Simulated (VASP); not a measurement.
# LiB2 (P-6m2) in VASP: further runs, part 2 of 2

VASP 6.6.1. Earlier steps stand in the parts before.

## 3. Single point, PBE

This run uses another cell than the first one, of 10.43 Å³/atom, 1.327 times its volume.

Input file INCAR:

```
ALGO = Normal
EDIFF = 1E-6
ENCUT = 520
GGA = PE
ISIF = 2
ISMEAR = 0
LASPH = True
LCHARG = True
LELF = True
LREAL = False
LVHAR = True
LWAVE = False
NBANDS = 12
NELM = 100
PREC = Accurate
SIGMA = 0.1
```

Input file KPOINTS:

```
k-points
0
Gamma
  6 6 4
```

Input file POSCAR:

```
LiB2
1.0
    2.8406213600      0.0000000000      0.0000000000
   -1.4203106800      2.4600502600      0.0000000000
    0.0000000000      0.0000000000      4.4779055400
Li B
1 2
Direct
    0.0000000000      0.0000000000      0.0000000000
    0.6666666700      0.3333333300      0.7249647000
    0.6666666700      0.3333333300      0.2750353000
```

Potentials or basis: VASP PAW PBE potentials, release 64 (Li_sv, B).

Started as:

```sh
$ cat potpaw_PBE.64/Li_sv/POTCAR potpaw_PBE.64/B/POTCAR > POTCAR
$ mpirun -np 1 vasp_std > vasp.out
```

OUTCAR:

```text
EDIFF = 1E-6
   ENCUT = 520
   GGA = PE
   ISIF = 2
   ISMEAR = 0
   LASPH = True
   LREAL = False
   NELM = 100
   PREC = Accurate

 ion  position               nearest neighbor table
   1  0.000  0.000  0.000-   2 2.05   3 2.05   2 2.05   3 2.05   2 2.05   3 2.05
   2  0.667  0.333  0.725-   3 2.01   1 2.05   1 2.05   1 2.05
   3  0.667  0.333  0.275-   2 2.01   1 2.05   1 2.05   1 2.05

  LATTYP: Found a hexagonal cell.
 ALAT       =     2.8406213600
 C/A-ratio  =     1.5763824081

  Lattice vectors:

 A1 = (   2.8406213600,   0.0000000000,   0.0000000000)
 A2 = (  -1.4203106800,   2.4600502600,   0.0000000000)
 A3 = (   0.0000000000,   0.0000000000,   4.4779055400)

Analysis of symmetry for initial positions (statically):
=====================================================================
 Subroutine PRICEL returns:
 Original cell was already a primitive cell.

 Routine SETGRP: Setting up the symmetry group for a
 hexagonal supercell.

 Subroutine GETGRP returns: Found 12 space group operations
 (whereof 12 operations were pure point group operations)
 out of a pool of 24 trial point group operations.

The static configuration has the point symmetry D_3h.

Analysis of symmetry for dynamics (positions and initial velocities):
=====================================================================
 Subroutine PRICEL returns:
 Original cell was already a primitive cell.

 Routine SETGRP: Setting up the symmetry group for a
 hexagonal supercell.

 Subroutine GETGRP returns: Found 12 space group operations
 (whereof 12 operations were pure point group operations)
 out of a pool of 24 trial point group operations.

The dynamic configuration has the point symmetry D_3h.

 Subroutine INISYM returns: Found 12 space group operations
 (whereof 12 operations are pure point group operations),
 and found     1 'primitive' translations

----------------------------------------------------------------------------------------

                                     Primitive cell

  volume of cell :      31.2919

  direct lattice vectors                    reciprocal lattice vectors
     2.840621360  0.000000000  0.000000000     0.352035655  0.203247880  0.000000000
    -1.420310680  2.460050260  0.000000000     0.000000000  0.406495760  0.000000000
     0.000000000  0.000000000  4.477905540     0.000000000  0.000000000  0.223318690

  length of vectors
     2.840621360  2.840621360  4.477905540     0.406495760  0.406495760  0.223318690

  position of ions in fractional coordinates (direct lattice)
     0.000000000  0.000000000  0.000000000
     0.666666670  0.333333330  0.724964700
     0.666666670  0.333333330  0.275035300

  ion indices of the primitive-cell ions
   primitive index   ion index
                 1           1
                 2           2
                 3           3

----------------------------------------------------------------------------------------

 KPOINTS: k-points

Automatic generation of k-mesh.
 Grid dimensions read from file:
 generate k-points for:    6    6    4

[... 39 lines left out ...]
  0.333333  0.166667  0.500000     12.000000
  0.333333  0.333333  0.500000      2.000000
   k-points           NKPTS =     21   k-points in BZ     NKDIM =     21   number of bands    NBANDS=     12
   number of dos      NEDOS =    301   number of ions     NIONS =      3
   total plane-waves  NPLWV =  20736
   dimension x,y,z NGX =    24 NGY =   24 NGZ =   36
   dimension x,y,z NGXF=    48 NGYF=   48 NGZF=   72
   ions per type =               1   2
   NGX,Y,Z   is equivalent  to a cutoff of  14.05, 14.05, 13.37 a.u.
   NGXF,Y,Z  is equivalent  to a cutoff of  28.09, 28.09, 26.73 a.u.
 SYSTEM =  unknown system
   PREC   = accura    normal or accurate (medium, high low for compatibility)
   ISTART =      0    job   : 0-new  1-cont  2-samecut
   ICHARG =      2    charge: 1-file 2-atom 10-const
   ISPIN  =      1    spin polarized calculation?
   LNONCOLLINEAR =      F non collinear calculations
   LSORBIT =      F    spin-orbit coupling
   LASPH  =      T    aspherical Exc in radial PAW
   ENCUT  =  520.0 eV  38.22 Ry    6.18 a.u.   5.28  5.28  8.33*2*pi/ulx,y,z
   NELM   =    100;   NELMIN=  2; NELMDL= -5     # of ELM steps
   EDIFF  = 0.1E-05   stopping-criterion for ELM
   LREAL  =      F    real-space projection
   EDIFFG = 0.1E-04   stopping-criterion for IOM
   NSW    =      0    number of steps for IOM
   IBRION =     -1    ionic relax: 0-MD 1-quasi-New 2-CG
   NFREE  =      0    steps in history (QN), initial steepest desc. (CG)
   ISIF   =      2    stress and relaxation
   ISYM   =      2    0-nonsym 1-usesym 2-fastsym
   POTIM  = 0.5000    time-step for ionic-motion
   TEBEG  =    0.0;   TEEND  =   0.0 temperature during run
   PSTRESS=    0.0 pullay stress
   NELECT =       9.0000    total number of electrons
   NUPDOWN=      -1.0000    fix difference up-down
   EMIN   =  10.00;   EMAX   =-10.00  energy-range for DOS
   EFERMI =   0.00;   METHOD = LEGACY
   ISMEAR =     0;   SIGMA  =   0.10  broadening in eV -4-tet -1-fermi 0-gaus
   EFERMI_NEDOS =   21; number of points for ismear=-14 and -15
   IALGO  =     38    algorithm
   IMIX   =      4    mixing-type and parameters
     AMIX     =   0.40;   BMIX     =  1.00
     AMIX_MAG =   1.60;   BMIX_MAG =  1.00
  volume/ion in A,a.u.               =      10.43        70.39
  Fermi-wavevector in a.u.,A,eV,Ry     =   1.080633  2.042100 15.888446  1.167768
  Thomas-Fermi vector in A             =   2.216629
   LORBIT       =      0    0 simple, 1 ext, 2 COOP (PROOUT), +10 PAW based schemes
   GGA     = PE    functional components
   LHFCALC =     F    Hartree Fock is set to
   AEXX    =    0.0000 exact exchange contribution
   IVDW    =     0    specifies the selected vdW correction
   LEPSILON=     F    determine dielectric tensor
   LRPA    =     F    only Hartree local field effects (RPA)
 non-spin polarized calculation
 Gauss-broadening in eV      SIGMA  =   0.10
  energy-cutoff  :      520.00
  volume of cell :       31.29
 maximum number of plane-waves:       853
 NGX is ok and might be reduce to    24
   NGX = 11   NGY = 11   NGZ = 17

 number of electron       8.9999997 magnetization

 Free energy of the ion-electron system (eV)
  ---------------------------------------------------
  ext. energy  EPLUGINS =         0.00000000
  ---------------------------------------------------
  free energy    TOTEN  =       -10.13547539 eV

  energy without entropy =      -10.13017584  energy(sigma->0) =      -10.13282562

 E-fermi :   2.5433     XC(G=0): -10.0025

 val. band max:        2.4684910864   @ k =   0.3333   0.0000   0.2500
 cond. band min:       2.7858921077   @ k =   0.5000   0.0000   0.0000
 fundamental gap:      0.3174010213
 Fermi energy:         2.5433440489

 k-point     1 :       0.0000    0.0000    0.0000
  band No.  band energies     occupation
      1     -41.7184      2.00000
      2      -7.1350      2.00000
      3      -2.1691      2.00000
      4      -0.8193      2.00000
      5       7.3010      0.00000
      6       7.3010      0.00000
      7      10.2312      0.00000
      8      10.2312      0.00000
      9      12.7154      0.00000
     10      16.6901      0.00000
     11      16.8780      0.00000
     12      16.8780      0.00000
[... 286 lines left out ...]
 k-point    21 :       0.3333    0.3333    0.5000
  band No.  band energies     occupation
      1     -41.6734      2.00000
      2      -1.9294      2.00000
      3      -1.5160      2.00000
      4       1.2309      2.00000
      5       1.3782      2.00000
      6       1.8570      2.00000
      7       3.5801      0.00000
      8       6.9077      0.00000
      9      10.9098      0.00000
     10      15.0151      0.00000
     11      17.0820      0.00000
     12      18.3015      0.00000

------------------------ aborting loop because EDIFF is reached ----------------------------------------

  FORCE on cell =-STRESS in cart. coord.  units (eV):
  Direction    XX          YY          ZZ          XY          YZ          ZX
  --------------------------------------------------------------------------------------
  -------------------------------------------------------------------------------------
  Total       -1.7798177     -1.7798177     -1.2619674      0.0000000     -0.0000000      0.0000000
  in kB      -91.1284201    -91.1284201    -64.6139745      0.0000000     -0.0000000      0.0000000
  external PRESSURE =     -82.2902716 kB  Pullay stress =       0.0000000 kB

 VOLUME and BASIS-vectors are now :
 -----------------------------------------------------------------------------
  energy-cutoff  :      520.00
  volume of cell :       31.29
      direct lattice vectors                 reciprocal lattice vectors
     2.840621360  0.000000000  0.000000000     0.352035655  0.203247880  0.000000000
    -1.420310680  2.460050260  0.000000000     0.000000000  0.406495760  0.000000000
     0.000000000  0.000000000  4.477905540     0.000000000  0.000000000  0.223318690

 POSITION                                       TOTAL-FORCE (eV/Angst)
 -----------------------------------------------------------------------------------
      0.00000      0.00000      0.00000        -0.000000     -0.000000     -0.000000
      1.42031      0.82002      3.24632         0.000000     -0.000000     -3.291093
      1.42031      0.82002      1.23158         0.000000      0.000000      3.291093
 -----------------------------------------------------------------------------------
    total drift:                               -0.000002      0.000001      0.000000

  FREE ENERGIE OF THE ION-ELECTRON SYSTEM (eV)
  ---------------------------------------------------
  free  energy   TOTEN  =       -10.1354753914 eV

  energy  without entropy=      -10.1301758406  energy(sigma->0) =      -10.13282562
```

stdout:

```text
POSCAR found type information on POSCAR LiB
 POSCAR found :  2 types and       3 ions
 scaLAPACK will be used
 LDA part: xc-table for (Slater+PW92), standard interpolation
 POSCAR, INCAR and KPOINTS ok, starting setup
 FFT: planning ... GRIDC
 FFT: planning ... GRID_SOFT
 FFT: planning ... GRID
 WAVECAR not read
 entering main loop
```

Wall time 12 s (1 thread of AMD EPYC 7R43 (Zen 3), shared host); peak memory 0.11 GiB.

What came out:

* Free energy: -10.1355 eV
* Largest force: 3.291 eV/Å

Forces in eV/Å, atoms in the order of the input:
```
Li   0.000  0.000  0.000
B    0.000  0.000 -3.291
B    0.000  0.000  3.291
```

Caveat: the k points lie up to 0.43 Å⁻¹ apart; the cutoff is under 1.25 times the usual one of these potentials, so pressure, stress and relaxed cells hold a basis-set (Pulay) error; forces of over 1 eV/Å act on the atoms, so gaps and moduli don't describe the material at rest.

## 4. Single point, PBE

This run uses another cell than the first one, of 7.67 Å³/atom, 0.976 times its volume.

Input file INCAR:

```
SYSTEM = LiB2
PREC = Accurate ; ENCUT = 520
EDIFF = 1E-6 ; ISMEAR = 0
SIGMA = 0.1 ; LREAL = .False.
LASPH = .True. ; NELM = 80
ALGO = Normal ; ISIF = 2
LWAVE = .False. ; LCHARG = .False.
GGA = PE ; NBANDS = 12
```

Input file KPOINTS:

```
Automatic mesh
0
Gamma
  12 12 4
  0 0 0
```

Input file POSCAR:

```
LiB2
1.0
    2.2356874649      0.0000000000      0.0000000000
   -1.1178437325      1.9361621395      0.0000000000
    0.0000000000      0.0000000000      5.3169736861
Li B
1 2
Direct
    0.0000000000      0.0000000000      0.0000000000
    0.6666666667      0.3333333333      0.6591504903
    0.6666666667      0.3333333333      0.3408495097
```

Started as:

```sh
$ cat potpaw_PBE.64/Li_sv/POTCAR potpaw_PBE.64/B/POTCAR > POTCAR
$ mpirun -np 1 vasp_std > vasp.out
```

Run time: 16 s. Hardware: 1 thread of AMD EPYC 7R43 (Zen 3), shared host; peak memory 0.1 GiB.

Results (log left out):

```
Free energy   : -12.6449 eV
Largest force : 0.012 eV/Å
```

Forces on the atoms (eV/Å):
```
Li   0.000  0.000  0.000
B    0.000  0.000 -0.012
B    0.000  0.000  0.012
```

Levels at points of the mesh, in eV from the Fermi level:
```csv
k point,band 1,band 2,band 3,band 4,band 5,band 6,band 7,band 8
"(0.00, 0.00, 0.00)",-45.81,-14.04,-9.73,-5.96,5.61,7.32,10.60,10.60
"(0.50, 0.00, 0.00)",-45.51,-6.50,-5.58,-2.66,-1.53,-0.71,6.03,6.33
"(0.00, 0.00, 0.50)",-45.81,-14.05,-9.88,-5.32,2.41,10.65,10.65,13.53
"(0.50, 0.00, 0.50)",-45.51,-6.47,-5.44,-3.30,-2.13,0.98,6.44,6.55
```

Caveat: the cutoff is under 1.25 times the usual one of these potentials, so pressure, stress and relaxed cells hold a basis-set (Pulay) error.

## 5. Relaxation of cell and atoms, PBE

This run uses another cell than the first one, of 10.43 Å³/atom, 1.327 times its volume.

Input file INCAR:

```
ALGO = Normal
EDIFF = 1E-6
EDIFFG = -0.04
ENCUT = 600
GGA = PE
IBRION = 2
ISIF = 3
ISMEAR = 0
LASPH = T
LCHARG = F
LREAL = F
LWAVE = F
NELM = 60
NSW = 90
PREC = Accurate
SIGMA = 0.1
```

Input file KPOINTS:

```
k-points
0
Gamma
  6 6 4
```

Input file POSCAR:

```
LiB2
1.0
    2.8406213600      0.0000000000      0.0000000000
   -1.4203106800      2.4600502600      0.0000000000
    0.0000000000      0.0000000000      4.4779055400
Li B
1 2
Direct
    0.0000000000      0.0000000000      0.0000000000
    0.6666666700      0.3333333300      0.7249647000
    0.6666666700      0.3333333300      0.2750353000
```

Started as:

```sh
$ cat potpaw_PBE.64/Li_sv/POTCAR potpaw_PBE.64/B/POTCAR > POTCAR
$ mpirun -np 1 vasp_std > vasp.out
```

It took 1.9 min on 1 thread of AMD EPYC 7R43 (Zen 3), shared host; peak memory 0.11 GiB.

Results (log left out):

| Item | Value |
| --- | --- |
| Free energy | -12.6818 eV |
| Relaxed volume | 7.82 Å³/atom |
| Relaxed cell | a = 2.264 Å, b = 2.264 Å, c = 5.286 Å, α = 90.00°, β = 90.00°, γ = 120.00° |
| Space group after relaxing (to 0.05 Å) | P-6m2 (No. 187) |
| Energy gained by relaxing | 848.2 meV/atom |
| Ionic steps | 24 |
| Pressure after relaxing | 0.3 GPa |
| Largest force after relaxing | 0.035 eV/Å |

Forces in eV/Å, atoms in the order of the input:
```
Li   0.000  0.000  0.000
B    0.000  0.000 -0.035
B    0.000  0.000  0.035
```

Stress tensor (GPa, compression positive):
```
0.43 0.00 0.00
0.00 0.43 0.00
0.00 0.00 0.18
```

The path:
```tsv
step	energy change (eV)	largest force (eV/Å)	pressure (GPa)	volume (Å³)
1	0.0000	3.2905	-8.30	31.29
2	-0.8676	1.4032	1.33	28.91
3	-0.8696	1.6407	12.19	27.96
4	-0.9249	0.5055	5.27	28.50
5	-1.4984	3.0173	7.09	28.32
6	-1.5210	5.6195	10.14	28.13
7	-1.6675	5.4274	7.77	28.20
8	-1.9334	5.0518	2.06	28.29
9	-1.7327	4.3395	-3.34	28.00
10	-1.9271	5.0621	-0.29	28.26
11	-2.1046	3.6037	-3.54	28.23
12	-2.3322	0.8908	-9.84	28.16
13	-2.3533	0.1275	-11.57	28.13
14	-2.3544	0.0657	-12.00	28.12
15	-2.3818	0.0553	-11.21	27.75
16	-2.4497	0.0160	-8.51	26.64
17	-2.5143	0.1693	-1.60	24.50
18	-2.5151	0.1942	-0.42	24.21
19	-2.5302	0.1797	-0.67	23.91
20	-2.5333	0.4116	-0.73	23.72
21	-2.5407	0.2096	0.03	23.58
22	-2.5439	0.0270	0.98	23.41
23	-2.5439	0.0420	1.03	23.40
24	-2.5445	0.0347	0.35	23.47
```

Final structure:
```xyz
3
Lattice="2.2643 0.0000 0.0000 -1.1322 1.9610 0.0000 0.0000 0.0000 5.2862" Properties=species:S:1:pos:R:3 pbc="T T T"
Li    0.0000    0.0000    0.0000
B     1.1322    0.6537    3.4783
B     1.1322    0.6537    1.8079
```

Levels at points of the mesh, in eV from the Fermi level:
```
           k point  band 2  band 3  band 4  band 5  band 6  band 7
(0.00, 0.00, 0.00)  -13.92   -9.48   -5.81    6.11    7.45   10.03
(0.50, 0.00, 0.00)   -6.47   -5.80   -2.49   -1.54   -0.77    5.92
(0.00, 0.00, 0.50)  -13.93   -9.67   -5.10    2.68   10.07   10.07
(0.50, 0.00, 0.50)   -6.43   -5.67   -3.22   -2.07    0.92    6.03
```

Caveat: the k points lie up to 0.53 Å⁻¹ apart in the final cell; the cutoff is under 1.25 times the usual one of these potentials, so pressure, stress and relaxed cells hold a basis-set (Pulay) error; the volume moved by over 15 % at a fixed basis, so the end points are rough.

## 6. The runs side by side

```csv
task,cell,k mesh,cutoff (eV),gap on the mesh (eV),largest force (eV/Å)
single point,"a = 2.268, b = 2.268, c = 5.294 Å, angles 90.0, 90.0, 120.0°, 3 atoms",6 × 6 × 4,520,none,-
single point,"a = 2.841, b = 2.841, c = 4.478 Å, angles 90.0, 90.0, 120.0°, 3 atoms",6 × 6 × 4,520,none,3.29
single point,"a = 2.236, b = 2.236, c = 5.317 Å, angles 90.0, 90.0, 120.0°, 3 atoms",12 × 12 × 4,520,none,0.01
relaxation of cell and atoms,"relaxed from a = 2.841, b = 2.841, c = 4.478 Å, angles 90.0, 90.0, 120.0°, 3 atoms",6 × 6 × 4,600,none,0.03
```

Alike in all rows: level PBE; potentials or basis VASP PAW PBE potentials, release 64 (Li_sv, B); no spin polarisation; smearing gaussian 0.1 eV.

Caveats: some runs use coarse meshes; the cutoff is under 1.25 times the usual one of these potentials, so pressure, stress and relaxed cells hold a basis-set (Pulay) error; forces of over 1 eV/Å act on the atoms, so gaps and moduli don't describe the material at rest (some runs); the volume moved by over 15 % at a fixed basis, so the end points are rough (some runs).

Total energies depend on the potentials used, so only differences within one code and one set of settings carry meaning.
